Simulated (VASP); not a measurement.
# Bi (Im-3m) in VASP: a series of runs, part 2 of 2

VASP 6.6.1. The steps go on from the part before.

### Step 5. Relaxation of cell and atoms, LDA, target pressure 19 GPa, at which the enthalpy is minimised

This run uses another cell than the first one, of 24.32 Å³/atom, 1.005 times its volume.

The input, INCAR:

```
SYSTEM = Bi
PREC     = Accurate       ! precision mode
ENCUT    = 600            ! plane-wave cutoff, eV
EDIFF    = 1E-7           ! SCF threshold, eV
ISMEAR   = -1             ! smearing method
SIGMA    = 0.08           ! smearing width, eV
LREAL    = .False.        ! projectors in reciprocal space
LASPH    = .True.         ! aspherical terms in the spheres
NELM     = 60             ! most SCF steps
ALGO     = Normal         ! electronic algorithm
ISIF     = 3              ! what is computed and relaxed
LWAVE    = .False.        ! write WAVECAR
LCHARG   = .False.        ! write CHGCAR
GGA      = CA             ! functional
IBRION   = 2              ! ionic algorithm
NSW      = 60             ! ionic steps
EDIFFG   = -0.005         ! ionic threshold
PSTRESS  = 190.0
```

The input, KPOINTS:

```
regular mesh
0
Gamma
  14 14 14
  0 0 0
```

The input, POSCAR:

```
Bi
1.0
   -1.8251677871      1.8251677871      1.8251677871
    1.8251677871     -1.8251677871      1.8251677871
    1.8251677871      1.8251677871     -1.8251677871
Bi
1
Direct
    0.0000000000      0.0000000000      0.0000000000
```

Potentials or basis: VASP PAW LDA potentials, release 64 (Bi_d).

On the command line:

```bash
$ cat potpaw_LDA.64/Bi_d/POTCAR > POTCAR
$ mpirun -np 1 vasp_std > vasp.out
```

OUTCAR:

```text
SYSTEM = Bi
   PREC = Accurate
   ENCUT = 600
   EDIFF = 1E-7
   ISMEAR = -1
   LREAL = .False.
   LASPH = .True.
   NELM = 60
   ISIF = 3
   GGA = CA
   IBRION = 2
   NSW = 60
   EDIFFG = -0.005
   PSTRESS = 190.0

 ion  position               nearest neighbor table
   1  0.000  0.000  0.000-

  LATTYP: Found a body centered cubic cell.
 ALAT       =     3.6503355742

  Lattice vectors:

 A1 = (  -1.8251677871,   1.8251677871,   1.8251677871)
 A2 = (   1.8251677871,  -1.8251677871,   1.8251677871)
 A3 = (   1.8251677871,   1.8251677871,  -1.8251677871)

Analysis of symmetry for initial positions (statically):
=====================================================================
 Subroutine PRICEL returns:
 Original cell was already a primitive cell.

 Routine SETGRP: Setting up the symmetry group for a
 body centered cubic supercell.
[... 258 lines left out ...]
  band No.  band energies     occupation
      1     -12.0936      2.00000
      2     -12.0936      2.00000
      3     -12.0936      2.00000
      4     -11.8054      2.00000
      5     -11.8054      2.00000
      6      -4.3816      2.00000
      7      18.3160      0.00000
      8      18.3160      0.00000
      9      18.3160      0.00000
     10      21.6442      0.00000
     11      21.6442      0.00000
[... 309 lines left out ...]
 k-point    24 :       0.3571    0.2857    0.0000
  band No.  band energies     occupation
      1     -12.1294      2.00000
      2     -11.9393      2.00000
      3     -11.8864      2.00000
      4     -11.7974      2.00000
      5     -11.7477      2.00000
      6       1.0324      2.00000
      7       6.2309      2.00000
      8       7.6161      2.00000
      9      14.0270      0.00000
     10      21.5568      0.00000
     11      22.8122      0.00000

 [... further k-points ...]

------------------------ aborting loop because EDIFF is reached ----------------------------------------

  FORCE on cell =-STRESS in cart. coord.  units (eV):
  Direction    XX          YY          ZZ          XY          YZ          ZX
  --------------------------------------------------------------------------------------
  -------------------------------------------------------------------------------------
  Total        2.8750496      2.8750496      2.8750496     -0.0000000      0.0000000     -0.0000000
  in kB      190.0114884    190.0114884    190.0114884     -0.0000000      0.0000000     -0.0000000
  external PRESSURE =       0.0114884 kB  Pullay stress =     190.0000000 kB
[... 20 lines left out ...]
  energy  without entropy=       -4.2088130850  energy(sigma->0) =       -4.21326054

  enthalpy is  TOTEN    =        -1.3428322003 eV   P V=        2.8748757879

 reached required accuracy - stopping structural energy minimisation
```

OSZICAR:

```text
N       E                     dE             d eps       ncg     rms          rms(c)
DAV:   1     0.110975108340E+03    0.11098E+03   -0.88349E+03  2297   0.186E+03
[... 23 lines left out ...]
DAV:   2    -0.421908724672E+01    0.80951E-02   -0.13466E-02  2630   0.265E+00    0.203E-01
DAV:   3    -0.421768807912E+01    0.13992E-02   -0.56635E-03  3609   0.158E+00    0.216E-02
DAV:   4    -0.421769900176E+01   -0.10923E-04   -0.88930E-05  2465   0.124E-01    0.117E-02
DAV:   5    -0.421771011214E+01   -0.11110E-04   -0.58687E-05  2534   0.820E-02    0.504E-03
DAV:   6    -0.421770788470E+01    0.22274E-05   -0.52941E-06  2546   0.307E-02    0.141E-03
DAV:   7    -0.421770799032E+01   -0.10561E-06   -0.64415E-07  2528   0.582E-03    0.206E-04
DAV:   8    -0.421770798815E+01    0.21657E-08   -0.13204E-08  1405   0.126E-03
   3 F= -.13428322E+01 E0= -.13383847E+01  d E =-.113687E-03
```

CONTCAR:

```text
Bi
   1.00000000000000
    -1.8232183860611619    1.8232183860611619    1.8232183860611619
     1.8232183860611619   -1.8232183860611619    1.8232183860611619
     1.8232183860611619    1.8232183860611619   -1.8232183860611619
  Bi
     1
Direct
     0.0000000000000000    0.0000000000000000    0.0000000000000000

  0.00000000E+00  0.00000000E+00  0.00000000E+00
```

Wall time 99 s (1 thread of AMD EPYC 7R43 (Zen 3), shared host); peak memory 0.13 GiB.

What came out:

```
Free energy                                            : -4.2177 eV
Relaxed volume                                         : 24.24 Å³/atom
Relaxed cell                                           : a = 3.158 Å, b = 3.158 Å, c = 3.158 Å, α = 109.47°, β = 109.47°, γ = 109.47°
Space group after relaxing (to 0.05 Å)                 : Im-3m (No. 229)
Energy change on relaxing (the enthalpy is what falls) : +9.1 meV/atom
Ionic steps                                            : 3
Pressure after relaxing                                : 19.0 GPa
```

The path:
```tsv
step	energy change (eV)	largest force (eV/Å)	pressure (GPa)	volume (Å³)
1	0.0000	0.0000	18.53	24.32
2	0.0304	0.0000	20.06	24.07
3	0.0091	0.0000	19.00	24.24
```

Final structure:
```
CELL_PARAMETERS angstrom
-1.82322 1.82322 1.82322
1.82322 -1.82322 1.82322
1.82322 1.82322 -1.82322
ATOMIC_POSITIONS crystal
Bi 0.00000 0.00000 0.00000
```

Caveat: the cell is relaxed towards a set pressure, so the enthalpy falls and the energy may rise; spin-orbit coupling is left out, which moves the levels of the heavy elements.

### Step 6. Summary

| task | cell | cutoff (eV) | gap on the mesh (eV) | pressure (GPa) |
| --- | --- | --- | --- | --- |
| single point | a = 3.156 Å, angles 109.5°, 1 atom | 520 | none | 19.2 |
| relaxation of cell and atoms | relaxed to 19 GPa from a = 3.156 Å, angles 109.5°, 1 atom | 600 | none | 19.0 |
| relaxation of cell and atoms | relaxed to 19 GPa from a = 3.161 Å, angles 109.5°, 1 atom | 600 | none | 19.0 |

Alike in all rows: level LDA; potentials or basis VASP PAW LDA potentials, release 64 (Bi_d); no spin polarisation; k mesh 14 × 14 × 14; smearing fermi-dirac 0.08 eV.

Caveats: spin-orbit coupling is left out, which moves the levels of the heavy elements; the cell is relaxed towards a set pressure, so the enthalpy falls and the energy may rise (some runs).

Absolute energies hang on the potentials; compare differences alone.
